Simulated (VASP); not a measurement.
# Mg (Im-3m) in VASP: settings compared, part 2 of 2

VASP 6.6.1. The steps go on from the part before.

### Step 4. Relaxation of cell and atoms, PBE+D3(BJ)

INCAR

```
SYSTEM = Mg
PREC = Accurate ; ENCUT = 600
EDIFF = 1E-6 ; ISMEAR = -1
SIGMA = 0.05 ; LREAL = .FALSE.
LASPH = .TRUE. ; NELM = 60
ALGO = Normal ; ISIF = 3
LWAVE = .FALSE. ; LCHARG = .FALSE.
GGA = PE ; IVDW = 12
IBRION = 2 ; NSW = 60
EDIFFG = -0.01
```

KPOINTS

```
Automatic mesh
0
G
  11 11 11
  0 0 0
```

POSCAR

```
Mg
1.0
   -1.7727644967      1.7727644967      1.7727644967
    1.7727644967     -1.7727644967      1.7727644967
    1.7727644967      1.7727644967     -1.7727644967
Mg
1
Direct
    0.0000000000      0.0000000000      0.0000000000
```

Potentials or basis: VASP PAW PBE potentials, release 64 (Mg).

On the command line:

```sh
cat potpaw_PBE.64/Mg/POTCAR > POTCAR
mpirun -np 1 vasp_std > vasp.out
```

OUTCAR:

```text
SYSTEM = Mg
   PREC = Accurate
   ENCUT = 600
   EDIFF = 1E-6
   ISMEAR = -1
   LREAL = .FALSE.
   LASPH = .TRUE.
   NELM = 60
   ISIF = 3
   GGA = PE
   IVDW = 12
   IBRION = 2
   NSW = 60
   EDIFFG = -0.01
 IVDW          = 12

 ion  position               nearest neighbor table
   1  0.000  0.000  0.000-

  LATTYP: Found a body centered cubic cell.
 ALAT       =     3.5455289934

  Lattice vectors:

 A1 = (  -1.7727644967,   1.7727644967,   1.7727644967)
 A2 = (   1.7727644967,  -1.7727644967,   1.7727644967)
 A3 = (   1.7727644967,   1.7727644967,  -1.7727644967)

Analysis of symmetry for initial positions (statically):
=====================================================================
 Subroutine PRICEL returns:
 Original cell was already a primitive cell.

 Routine SETGRP: Setting up the symmetry group for a
 body centered cubic supercell.

 Subroutine GETGRP returns: Found 48 space group operations
 (whereof 48 operations were pure point group operations)
 out of a pool of 48 trial point group operations.

The static configuration has the point symmetry O_h .

Analysis of symmetry for dynamics (positions and initial velocities):
=====================================================================
 Subroutine PRICEL returns:
 Original cell was already a primitive cell.

 Routine SETGRP: Setting up the symmetry group for a
 body centered cubic supercell.

[... 139 lines left out ...]
   NGX = 13   NGY = 13   NGZ = 13

--------------------------------------- Ionic step        1  -------------------------------------------

 number of electron       2.0000000 magnetization

 Free energy of the ion-electron system (eV)
  ---------------------------------------------------
  ext. energy  EPLUGINS =         0.00000000
  ---------------------------------------------------
  free energy    TOTEN  =        -1.48190987 eV

  energy without entropy =       -1.47941059  energy(sigma->0) =       -1.48066023

------------------------ aborting loop because EDIFF is reached ----------------------------------------

 Edisp (eV)   -0.29211

 E8    (eV) :    -0.1280
[... 69 lines left out ...]
--------------------------------------- Ionic step        3  -------------------------------------------

 number of electron       2.0000000 magnetization

 Free energy of the ion-electron system (eV)
  ---------------------------------------------------
  ext. energy  EPLUGINS =         0.00000000
  ---------------------------------------------------
  free energy    TOTEN  =        -1.47506126 eV

  energy without entropy =       -1.47259768  energy(sigma->0) =       -1.47382947

 E-fermi :   3.0060     XC(G=0):  -8.6923

 val. band max:        2.9754554449   @ k =   0.3636   0.1818   0.0909
 cond. band min:       3.0915068500   @ k =  -0.4545   0.4545   0.0909
 fundamental gap:      0.1160514051
 Fermi energy:         3.0060187646

 k-point     1 :       0.0000    0.0000    0.0000
  band No.  band energies     occupation
      1      -4.2331      2.00000
      2      16.4374      0.00000
      3      16.4374      0.00000
      4      16.4374      0.00000
      5      18.5185      0.00000
[... 177 lines left out ...]
 k-point    24 :       0.3636    0.1818    0.0909
  band No.  band energies     occupation
      1       2.2808      2.00000
      2       2.9755      1.29646
      3       6.8306      0.00000
      4       9.3055      0.00000
      5      19.0807      0.00000

 [... further k-points ...]

------------------------ aborting loop because EDIFF is reached ----------------------------------------

 Edisp (eV)   -0.30197

 E8    (eV) :    -0.1322
[... 24 lines left out ...]
  FREE ENERGIE OF THE ION-ELECTRON SYSTEM (eV)
  ---------------------------------------------------
  free  energy   TOTEN  =        -1.7770274034 eV

  energy  without entropy=       -1.7745638248  energy(sigma->0) =       -1.77579561

 reached required accuracy - stopping structural energy minimisation
```

OSZICAR:

```text
N       E                     dE             d eps       ncg     rms          rms(c)
DAV:   1    -0.386465707358E+00   -0.38647E+00   -0.80214E+02   590   0.300E+02
DAV:   2    -0.148486736253E+01   -0.10984E+01   -0.10305E+01   715   0.169E+01
DAV:   3    -0.149055775872E+01   -0.56904E-02   -0.56573E-02   790   0.150E+00
DAV:   4    -0.149056618012E+01   -0.84214E-05   -0.84212E-05   795   0.452E-02
[... 11 lines left out ...]
   2 F= -.17768558E+01 E0= -.17756209E+01  d E =-.283938E-02
       N       E                     dE             d eps       ncg     rms          rms(c)
DAV:   1    -0.147506290197E+01    0.21449E-02   -0.10635E-03   685   0.181E-01    0.103E-02
DAV:   2    -0.147506178882E+01    0.11132E-05   -0.41510E-06   640   0.171E-02    0.661E-03
DAV:   3    -0.147506126072E+01    0.52810E-06   -0.11174E-07   445   0.386E-03
   3 F= -.17770274E+01 E0= -.17757956E+01  d E =-.301099E-02
```

It took 22 s on 1 thread of Intel Xeon 8259CL, shared host; peak memory 0.17 GiB.

What came out:

```
Free energy                           : -1.7770 eV
Relaxed volume                        : 21.55 Å³/atom
Relaxed cell                          : a = 3.036 Å, b = 3.036 Å, c = 3.036 Å, α = 109.47°, β = 109.47°, γ = 109.47°
Space group after relaxing (to 0.1 Å) : Im-3m (No. 229)
Energy gained by relaxing             : 3.0 meV/atom
Ionic steps                           : 3
Pressure after relaxing               : 0.0 GPa
Band gap on the k mesh                : zero (bands 1 and 2 overlap by 3.07 eV)
Dispersion energy per atom            : -0.302 eV
```

Step by step:
```csv
step,energy change (eV),largest force (eV/Å),pressure (GPa),volume (Å³)
1,0.0000,0.0000,-1.27,22.29
2,-0.0028,0.0000,-0.32,21.72
3,-0.0030,0.0000,-0.01,21.55
```

Final structure:
```
CELL_PARAMETERS angstrom
-1.75312 1.75312 1.75312
1.75312 -1.75312 1.75312
1.75312 1.75312 -1.75312
ATOMIC_POSITIONS crystal
Mg 0.00000 0.00000 0.00000
```

Levels at points of the mesh, in eV from the Fermi level:
| k point | band 1 | band 2 | band 3 | band 4 | band 5 |
| --- | --- | --- | --- | --- | --- |
| (0.00, 0.00, 0.00) | -7.24 | 13.43 | 13.43 | 13.43 | 15.51 |

### Step 5. Overview

```csv
task,level,cell,cutoff (eV),gap on the mesh (eV),pressure (GPa),relaxed volume (Å³/atom)
single point,PBE+D4,"a = 3.069 Å, angles 109.5°, 1 atom",520,none,-0.1,-
relaxation of cell and atoms,PBE,"relaxed from a = 3.071 Å, angles 109.5°, 1 atom",600,none,0.0,22.77
relaxation of cell and atoms,PBE+D3(BJ),"relaxed from a = 3.071 Å, angles 109.5°, 1 atom",600,none,0.0,21.55
```

Alike in all rows: potentials or basis VASP PAW PBE potentials, release 64 (Mg); no spin polarisation; k mesh 11 × 11 × 11; smearing fermi-dirac 0.05 eV.

Total energies depend on the potentials used, so only differences within one code and one set of settings carry meaning.
